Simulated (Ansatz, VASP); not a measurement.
# Sc2BP3 in VASP and in Ansatz

```
CELL_PARAMETERS angstrom
3.63717 0.00000 0.00000
0.00000 3.63717 0.00000
0.00000 0.00000 8.56059
ATOMIC_POSITIONS crystal
Sc 0.50000 0.00000 0.14331
Sc 0.00000 0.50000 0.85669
B 0.50000 0.50000 0.50000
P 0.00000 0.00000 0.29334
P 0.00000 0.00000 0.70666
P 0.50000 0.50000 0.00000
```

Change from the starting cell: species swapped into the CsLi2I3 type (P-4m2, No. 115).

Alike in both runs: task relaxation of cell and atoms; functional PBE; k mesh 6 × 6 × 2; occupations gaussian, width 0.1 eV; no spin polarisation.

|  | VASP | Ansatz |
| --- | --- | --- |
| version | VASP 6.6.1 | Ansatz 0.2.0 |
| potentials or method | VASP PAW PBE potentials, release 64 (Sc_sv, B, P), cutoff 600 eV | scalar-relativistic, plane waves, PAW |
| valence electrons in the cell | 40 | 40 |

```csv
,VASP,Ansatz,Ansatz less VASP
"gap on the k mesh at the Fermi level, each at its own relaxed structure (eV)",none,none,-
relaxed volume (Å³/atom),21.46,21.45,-0.004
relaxed cell length with the largest relative difference (Å),8.557,8.572,+0.0147
```

A gap of «none» marks a metal or a gap that the smearing closes.

The k mesh is coarse, so the values compare programs but aren't converged.
